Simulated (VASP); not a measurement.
# As (Fd-3m) in VASP: further runs

Runs on As. Level: PBE. Tasks: single point.

Everything below comes from runs of VASP 6.6.1. Logs are shortened: lines on timing, memory, paths and dates and some standing lists are left out, and cuts for length are marked.

### 1 The cell of the first run

Symmetry: Fd-3m, No. 227, cubic system. The conventional cell has a = 5.151 Å, b = 5.151 Å, c = 5.151 Å, α = 90.00°, β = 90.00°, γ = 90.00°. Within 2.9 Å of As (site symmetry -43m) lie 4 As at 2.23 Å.

### 2 Single point, PBE (volume scaled by 0.6)

File INCAR:

```
PREC = Accurate ; ENCUT = 520
EDIFF = 1E-7 ; ISMEAR = -1
SIGMA = 0.08 ; LREAL = False
LASPH = True ; NELM = 80
ALGO = Normal ; ISIF = 2
LWAVE = False ; LCHARG = False
GGA = PE ; NBANDS = 12
```

File KPOINTS:

```
regular mesh
0
Gamma
  13 13 13
```

File POSCAR:

```
As
1.0
    0.0000000000      2.5755753509      2.5755753509
    2.5755753509      0.0000000000      2.5755753509
    2.5755753509      2.5755753509      0.0000000000
As
2
Direct
   -0.1250000000     -0.1250000000     -0.1250000000
    0.1250000000      0.1250000000      0.1250000000
```

Potentials or basis: VASP PAW PBE potentials, release 64 (As).

Started as:

```bash
> cat potpaw_PBE.64/As/POTCAR > POTCAR
> mpirun -np 1 vasp_std > vasp.out
```

OUTCAR:

```text
PREC = Accurate
   ENCUT = 520
   EDIFF = 1E-7
   ISMEAR = -1
   LREAL = False
   LASPH = True
   NELM = 80
   ISIF = 2
   GGA = PE

 ion  position               nearest neighbor table
   1  0.875  0.875  0.875-   2 2.23   2 2.23   2 2.23   2 2.23
   2  0.125  0.125  0.125-   1 2.23   1 2.23   1 2.23   1 2.23

  LATTYP: Found a face centered cubic cell.
 ALAT       =     5.1511507018

  Lattice vectors:

 A1 = (   0.0000000000,   2.5755753509,   2.5755753509)
 A2 = (   2.5755753509,   0.0000000000,   2.5755753509)
 A3 = (   2.5755753509,   2.5755753509,   0.0000000000)

Analysis of symmetry for initial positions (statically):
=====================================================================
 Subroutine PRICEL returns:
 Original cell was already a primitive cell.

 Routine SETGRP: Setting up the symmetry group for a
 face centered cubic supercell.

 Subroutine GETGRP returns: Found 48 space group operations
 (whereof 12 operations were pure point group operations)
 out of a pool of 48 trial point group operations.

The static configuration has the point symmetry D_3d.
 The point group associated with its full space group is O_h .

Analysis of symmetry for dynamics (positions and initial velocities):
=====================================================================
 Subroutine PRICEL returns:
 Original cell was already a primitive cell.

 Routine SETGRP: Setting up the symmetry group for a
 face centered cubic supercell.

 Subroutine GETGRP returns: Found 48 space group operations
 (whereof 12 operations were pure point group operations)
 out of a pool of 48 trial point group operations.

The dynamic configuration has the point symmetry D_3d.
 The point group associated with its full space group is O_h .

 Subroutine INISYM returns: Found 48 space group operations
 (whereof 12 operations are pure point group operations),
 and found     1 'primitive' translations

----------------------------------------------------------------------------------------

                                     Primitive cell

  volume of cell :      34.1706

  direct lattice vectors                    reciprocal lattice vectors
     0.000000000  2.575575351  2.575575351    -0.194131381  0.194131381  0.194131381
     2.575575351  0.000000000  2.575575351     0.194131381 -0.194131381  0.194131381
     2.575575351  2.575575351  0.000000000     0.194131381  0.194131381 -0.194131381

  length of vectors
     3.642413592  3.642413592  3.642413592     0.336245415  0.336245415  0.336245415

  position of ions in fractional coordinates (direct lattice)
     0.875000000  0.875000000  0.875000000
     0.125000000  0.125000000  0.125000000

  ion indices of the primitive-cell ions
   primitive index   ion index
                 1           1
                 2           2

----------------------------------------------------------------------------------------

 KPOINTS: regular mesh

Automatic generation of k-mesh.
 Grid dimensions read from file:
 generate k-points for:   13   13   13

 Generating k-lattice:

  Cartesian coordinates                     Fractional coordinates (reciprocal lattice)
    -0.014933183  0.014933183  0.014933183     0.076923077  0.000000000  0.000000000
     0.014933183 -0.014933183  0.014933183     0.000000000  0.076923077  0.000000000
     0.014933183  0.014933183 -0.014933183     0.000000000  0.000000000  0.076923077

  Length of vectors
     0.025865032  0.025865032  0.025865032

  Shift w.r.t. Gamma in fractional coordinates (k-lattice)
     0.000000000  0.000000000  0.000000000

 Subroutine IBZKPT returns following result:
 ===========================================

 Found     84 irreducible k-points:

 Following reciprocal coordinates:
            Coordinates               Weight
  0.000000  0.000000  0.000000      1.000000
  0.076923  0.000000  0.000000      8.000000
  0.153846  0.000000  0.000000      8.000000
  0.230769  0.000000  0.000000      8.000000
  0.307692  0.000000  0.000000      8.000000
  0.384615  0.000000  0.000000      8.000000
[... 16 lines left out ...]
  0.384615  0.153846  0.000000     24.000000
  0.461538  0.153846  0.000000     24.000000
 [... further k-points ...]
   k-points           NKPTS =     84   k-points in BZ     NKDIM =     84   number of bands    NBANDS=     12
   number of dos      NEDOS =    301   number of ions     NIONS =      2
   total plane-waves  NPLWV =  21952
   dimension x,y,z NGX =    28 NGY =   28 NGZ =   28
   dimension x,y,z NGXF=    56 NGYF=   56 NGZF=   56
   ions per type =               2
   NGX,Y,Z   is equivalent  to a cutoff of  12.78, 12.78, 12.78 a.u.
   NGXF,Y,Z  is equivalent  to a cutoff of  25.56, 25.56, 25.56 a.u.
 SYSTEM =  unknown system
   PREC   = accura    normal or accurate (medium, high low for compatibility)
   ISTART =      0    job   : 0-new  1-cont  2-samecut
   ICHARG =      2    charge: 1-file 2-atom 10-const
   ISPIN  =      1    spin polarized calculation?
   LNONCOLLINEAR =      F non collinear calculations
   LSORBIT =      F    spin-orbit coupling
   LASPH  =      T    aspherical Exc in radial PAW
   ENCUT  =  520.0 eV  38.22 Ry    6.18 a.u.   6.77  6.77  6.77*2*pi/ulx,y,z
   NELM   =     80;   NELMIN=  2; NELMDL= -5     # of ELM steps
   EDIFF  = 0.1E-06   stopping-criterion for ELM
   LREAL  =      F    real-space projection
   EDIFFG = 0.1E-05   stopping-criterion for IOM
   NSW    =      0    number of steps for IOM
   IBRION =     -1    ionic relax: 0-MD 1-quasi-New 2-CG
   NFREE  =      0    steps in history (QN), initial steepest desc. (CG)
   ISIF   =      2    stress and relaxation
   ISYM   =      2    0-nonsym 1-usesym 2-fastsym
   POTIM  = 0.5000    time-step for ionic-motion
   TEBEG  =    0.0;   TEEND  =   0.0 temperature during run
   PSTRESS=    0.0 pullay stress
   NELECT =      10.0000    total number of electrons
   NUPDOWN=      -1.0000    fix difference up-down
   EMIN   =  10.00;   EMAX   =-10.00  energy-range for DOS
   EFERMI =   0.00;   METHOD = LEGACY
   ISMEAR =    -1;   SIGMA  =   0.08  broadening in eV -4-tet -1-fermi 0-gaus
   EFERMI_NEDOS =   21; number of points for ismear=-14 and -15
   IALGO  =     38    algorithm
   IMIX   =      4    mixing-type and parameters
     AMIX     =   0.40;   BMIX     =  1.00
     AMIX_MAG =   1.60;   BMIX_MAG =  1.00
  volume/ion in A,a.u.               =      17.09       115.30
  Fermi-wavevector in a.u.,A,eV,Ry     =   1.086902  2.053948 16.073337  1.181357
  Thomas-Fermi vector in A             =   2.223050
   LORBIT       =      0    0 simple, 1 ext, 2 COOP (PROOUT), +10 PAW based schemes
   GGA     = PE    functional components
   LHFCALC =     F    Hartree Fock is set to
   AEXX    =    0.0000 exact exchange contribution
   IVDW    =     0    specifies the selected vdW correction
   LEPSILON=     F    determine dielectric tensor
   LRPA    =     F    only Hartree local field effects (RPA)
 non-spin polarized calculation
  energy-cutoff  :      520.00
  volume of cell :       34.17
 maximum number of plane-waves:       941
   NGX = 13   NGY = 13   NGZ = 13

 number of electron      10.0000000 magnetization

 Free energy of the ion-electron system (eV)
  ---------------------------------------------------
  ext. energy  EPLUGINS =         0.00000000
  ---------------------------------------------------
  free energy    TOTEN  =        -5.75009902 eV

  energy without entropy =       -5.73264526  energy(sigma->0) =       -5.74137214

 E-fermi :   8.6029     XC(G=0): -10.8752

 val. band max:        8.5738379375   @ k =  -0.1538   0.2308   0.0769
 cond. band min:       8.6406502575   @ k =   0.4615   0.3077   0.1538
 fundamental gap:      0.0668123200
 Fermi energy:         8.6029402763

 k-point     1 :       0.0000    0.0000    0.0000
  band No.  band energies     occupation
      1      -9.8996      2.00000
      2       5.0925      2.00000
      3       5.0925      2.00000
      4       5.0925      2.00000
      5       6.1677      2.00000
      6       8.4466      1.75188
      7       8.4466      1.75188
      8       8.4466      1.75188
      9      13.7017      0.00000
     10      16.4679      0.00000
     11      16.4679      0.00000
     12      18.6279      0.00000

 k-point     2 :       0.0769    0.0000    0.0000
  band No.  band energies     occupation
      1      -9.8128      2.00000
      2       3.7543      2.00000
      3       4.9337      2.00000
      4       4.9337      2.00000
      5       6.9244      2.00000
      6       8.6650      0.63071
      7       8.6650      0.63071
      8       8.8576      0.07960
      9      14.1243      0.00000
     10      15.9967      0.00000
     11      15.9967      0.00000
     12      18.2456      0.00000

 k-point     3 :       0.1538    0.0000    0.0000
  band No.  band energies     occupation
      1      -9.5554      2.00000
      2       1.9451      2.00000
      3       4.5736      2.00000
      4       4.5736      2.00000
      5       6.9717      2.00000
      6       9.1591      0.00191
      7       9.1591      0.00191
      8      10.2347      0.00000
      9      15.0861      0.00000
     10      15.4033      0.00000
     11      15.4033      0.00000
     12      17.7471      0.00000
[... 286 lines left out ...]
 k-point    23 :       0.3846    0.1538    0.0000
  band No.  band energies     occupation
      1      -8.0717      2.00000
      2      -1.9627      2.00000
      3       2.3176      2.00000
      4       2.9018      2.00000
      5       7.6686      1.99998
      6       9.6325      0.00001
      7      11.4557      0.00000
      8      11.7408      0.00000
      9      16.7690      0.00000
     10      17.0395      0.00000
     11      18.0262      0.00000
     12      20.5113      0.00000

 k-point    24 :       0.4615    0.1538    0.0000
  band No.  band energies     occupation
      1      -7.4610      2.00000
      2      -3.0805      2.00000
      3       1.9076      2.00000
      4       2.8732      2.00000
      5       7.5610      2.00000
      6       9.8629      0.00000
      7      11.2728      0.00000
      8      12.7985      0.00000
      9      16.6442      0.00000
     10      18.7046      0.00000
     11      19.1698      0.00000
     12      19.6021      0.00000

 [... further k-points ...]
[... 5 lines left out ...]
  --------------------------------------------------------------------------------------
  -------------------------------------------------------------------------------------
  Total       13.4546224     13.4546224     13.4546224      0.0000000      0.0000000      0.0000000
  in kB      630.8546683    630.8546683    630.8546683      0.0000000      0.0000000      0.0000000
  external PRESSURE =     630.8546683 kB  Pullay stress =       0.0000000 kB

 VOLUME and BASIS-vectors are now :
 -----------------------------------------------------------------------------
  energy-cutoff  :      520.00
  volume of cell :       34.17
      direct lattice vectors                 reciprocal lattice vectors
     0.000000000  2.575575351  2.575575351    -0.194131381  0.194131381  0.194131381
     2.575575351  0.000000000  2.575575351     0.194131381 -0.194131381  0.194131381
     2.575575351  2.575575351  0.000000000     0.194131381  0.194131381 -0.194131381

 POSITION                                       TOTAL-FORCE (eV/Angst)
 -----------------------------------------------------------------------------------
      4.50726      4.50726      4.50726        -0.000000     -0.000000     -0.000000
      0.64389      0.64389      0.64389         0.000000      0.000000      0.000000
 -----------------------------------------------------------------------------------
    total drift:                               -0.000000     -0.000000     -0.000000

  FREE ENERGIE OF THE ION-ELECTRON SYSTEM (eV)
  ---------------------------------------------------
  free  energy   TOTEN  =        -5.7500990161 eV

  energy  without entropy=       -5.7326452598  energy(sigma->0) =       -5.74137214
```

It took 66 s on 1 thread of AMD EPYC 7R13, shared host; peak memory 0.14 GiB.

Results:

- Free energy: -5.7501 eV
- Pressure: 63.1 GPa
- Band gap on the k mesh: zero (band 5 reaches 10.33 eV, above the bottom of band 6 at 6.76 eV)

### 3 Single point, PBE (volume scaled by 0.7)

File INCAR:

```
PREC = Accurate
ENCUT = 520
EDIFF = 1E-6
ISMEAR = -1
SIGMA = 0.08
LREAL = F
LASPH = T
NELM = 60
ALGO = Normal
ISIF = 2
LWAVE = F
LCHARG = F
GGA = PE
NBANDS = 12
```

File KPOINTS:

```
Automatic mesh
0
Gamma
  13 13 13
```

File POSCAR:

```
As
1.0
    0.0000000000      2.7113766812      2.7113766812
    2.7113766812      0.0000000000      2.7113766812
    2.7113766812      2.7113766812      0.0000000000
As
2
Direct
   -0.1250000000     -0.1250000000     -0.1250000000
    0.1250000000      0.1250000000      0.1250000000
```

Potentials or basis: VASP PAW PBE potentials, release 64 (As).

Started as:

```bash
> cat potpaw_PBE.64/As/POTCAR > POTCAR
> mpirun -np 1 vasp_std > vasp.out
```

Wall time 71 s (1 thread of AMD EPYC 7R13, shared host); peak memory 0.15 GiB.

Results (log left out):

```yaml
Free_energy: -7.3966 eV
Pressure: 32.8 GPa
Band_gap_on_the_k_mesh: zero (band 5 reaches 8.08 eV, above the bottom of band 6 at 5.30 eV)
```

Levels at points of the mesh, in eV from the Fermi level:
| k point | band 1 | band 2 | band 3 | band 4 | band 5 | band 6 | band 7 | band 8 | band 9 | band 10 |
| --- | --- | --- | --- | --- | --- | --- | --- | --- | --- | --- |
| (0.00, 0.00, 0.00) | -16.87 | -3.83 | -3.14 | -3.14 | -3.14 | 0.07 | 0.07 | 0.07 | 4.94 | 7.80 |

### 4 Single point, PBE (volume scaled by 0.7, level accurate)

File INCAR:

```
SYSTEM = As
  PREC = Accurate
  ENCUT = 520
  EDIFF = 1E-7
  ISMEAR = -1
  SIGMA = 0.08
  LREAL = .FALSE.
  LASPH = .TRUE.
  NELM = 60
  ALGO = Normal
  ISIF = 2
  LWAVE = .FALSE.
  LCHARG = .FALSE.
  GGA = PE
  NBANDS = 12
```

File KPOINTS:

```
regular mesh
0
G
  13 13 13
  0 0 0
```

POSCAR is that of step 3.

Started as:

```bash
> cat potpaw_PBE.64/As/POTCAR > POTCAR
> mpirun -np 1 vasp_std > vasp.out
```

It took 77 s on 1 thread of AMD EPYC 7R13, shared host; peak memory 0.15 GiB.

It converged, with:

```yaml
Free_energy: -7.3966 eV
Pressure: 32.8 GPa
Band_gap_on_the_k_mesh: zero (band 5 reaches 8.08 eV, above the bottom of band 6 at 5.30 eV)
```

Levels at points of the mesh, in eV from the Fermi level:
```csv
k point,band 2,band 3,band 4,band 5,band 6,band 7,band 8,band 9
"(0.00, 0.00, 0.00)",-3.83,-3.14,-3.14,-3.14,0.07,0.07,0.07,4.94
```
